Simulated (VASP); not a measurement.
Runs of VASP 6.6.1 on CuH3. The structure is that of space group Im-3m (No. 229), or close to it. The cells are those of the table. 

| task | cell | k mesh | cutoff (eV) | gap on the mesh (eV) | pressure (GPa) | relaxed volume (Å³/atom) |
| --- | --- | --- | --- | --- | --- | --- |
| single point | a = 3.145 Å, angles 109.5°, 4 atoms | 18 × 18 × 18 | 520 | none | 0.0 | - |
| relaxation of cell and atoms | relaxed from a = 3.862 Å, angles 109.5°, 4 atoms | 6 × 6 × 6 | 600 | none | -0.1 | 6.01 |
| relaxation of cell and atoms | relaxed from a = 3.143 Å, angles 109.5°, 4 atoms | 18 × 18 × 18 | 600 | none | 0.1 | (a) |
| single point | a = 3.862 Å, angles 109.5°, 4 atoms | 6 × 6 × 6 | 520 | none | -17.2 | - |
| single point | a = 3.143 Å, angles 109.5°, 4 atoms | 6 × 6 × 6 | 520 | none | (b) | - |

Alike in all rows: level PBE; potentials or basis VASP PAW PBE potentials, release 64 (Cu, H); no spin polarisation; smearing gaussian 0.1 eV.

**Question.** Estimate the missing entries.

**Answer.** (a) 5.99; (b) 0.2.

Caveats: some runs use coarse meshes; the volume moved by over 15 % at a fixed basis, so the end points are rough (some runs).

A gap of «none» marks levels without a gap at the run's occupations.
